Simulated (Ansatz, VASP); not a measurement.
# Ga2O3: VASP beside Ansatz

File POSCAR:

```
Ga2O3
1.0
    6.1070000000     -1.5185500000      0.0000000000
    6.1070000000      1.5185500000      0.0000000000
   -1.3859889000      0.0000000000      5.6300087400
Ga O
4 6
Direct
    0.0905000000      0.0905000000      0.7946000000
    0.9095000000      0.9095000000      0.2054000000
    0.6586600000      0.6586600000      0.3140200000
    0.3413400000      0.3413400000      0.6859800000
    0.1645000000      0.1645000000      0.1098000000
    0.8355000000      0.8355000000      0.8902000000
    0.1733000000      0.1733000000      0.5632000000
    0.8267000000      0.8267000000      0.4368000000
    0.4959000000      0.4959000000      0.2566000000
    0.5041000000      0.5041000000      0.7434000000
```

INCAR.step1

```
SYSTEM = Ga2O3
PREC = Accurate ; ENCUT = 520
ISMEAR = 0 ; SIGMA = 0.1
LREAL = .False. ; LASPH = .True.
NELM = 80 ; NBANDS = 55
GGA = PE ; ALGO = Normal
EDIFF = 1E-4 ; LWAVE = .True.
LCHARG = .False.
```

File INCAR.step2:

```
SYSTEM = Ga2O3
PREC = Accurate ; ENCUT = 520
EDIFF = 1E-7 ; ISMEAR = 0
SIGMA = 0.1 ; LREAL = .False.
LASPH = .True. ; NELM = 80
ALGO = Normal ; ISIF = 2
LWAVE = .False. ; LCHARG = .True.
METAGGA = R2SCAN ; LMIXTAU = .True.
LELF = .True. ; LVHAR = .True.
NBANDS = 55 ; ISTART = 1
```

File KPOINTS:

```
Automatic mesh
0
Gamma
  6 6 4
  0 0 0
```

Input for Ansatz:

```yaml
crystal:
  lattice:
    - [6.107, -1.51855, 0.0]
    - [6.107, 1.51855, 0.0]
    - [-1.3859889, 0.0, 5.63000874]
  atoms:
    - { symbol: Ga, position: [0.0905, 0.0905, 0.7946] }
    - { symbol: Ga, position: [0.9095, 0.9095, 0.2054] }
    - { symbol: Ga, position: [0.65866, 0.65866, 0.31402] }
    - { symbol: Ga, position: [0.34134, 0.34134, 0.68598] }
    - { symbol: O, position: [0.1645, 0.1645, 0.1098] }
    - { symbol: O, position: [0.8355, 0.8355, 0.8902] }
    - { symbol: O, position: [0.1733, 0.1733, 0.5632] }
    - { symbol: O, position: [0.8267, 0.8267, 0.4368] }
    - { symbol: O, position: [0.4959, 0.4959, 0.2566] }
    - { symbol: O, position: [0.5041, 0.5041, 0.7434] }
basis:
  ecutwfc: 500
kpoints:
  mp_grid: { grid: [6, 6, 4] }
hamiltonian:
  xc: r2scan
  pseudopotentials: { kind: paw, azcp: { folder: soft_1 } }
scf:
  occupations: { method: gaussian, width: 0.1 }
output:
  forces: true
  stress: true
  eigenvalues: true
```

Alike in both runs: task single point; functional r2SCAN; k mesh 6 × 6 × 4; occupations gaussian, width 0.1 eV; no spin polarisation.

|  | VASP | Ansatz |
| --- | --- | --- |
| version | VASP 6.6.1 | Ansatz 0.2.0 |
| potentials or method | VASP PAW PBE potentials, release 64 (Ga_d, O), cutoff 520 eV | scalar-relativistic, plane waves, PAW |
| valence electrons in the cell | 88 | 88 |

|  | VASP | Ansatz | Ansatz less VASP |
| --- | --- | --- | --- |
| gap on the k mesh at the Fermi level (eV) | 3.08 | 3.11 | +0.028 |
| least direct gap on the mesh (eV) | 3.10 | 3.13 | +0.027 |
| pressure (GPa) | 3.1 | 1.2 | -1.93 |
| traceless stress, the component that is largest in VASP (GPa) | 0.32 | 0.08 | -0.246 |
| rms of the force components (eV/Å) | 0.071 | 0.051 | -0.0196 |

VASP's potentials were made for PBE, not for r2SCAN. Atom by atom the forces differ by 0.038 eV/Å (rms over components). The functional is the same, so the differences come from potentials, cutoffs and numerics.
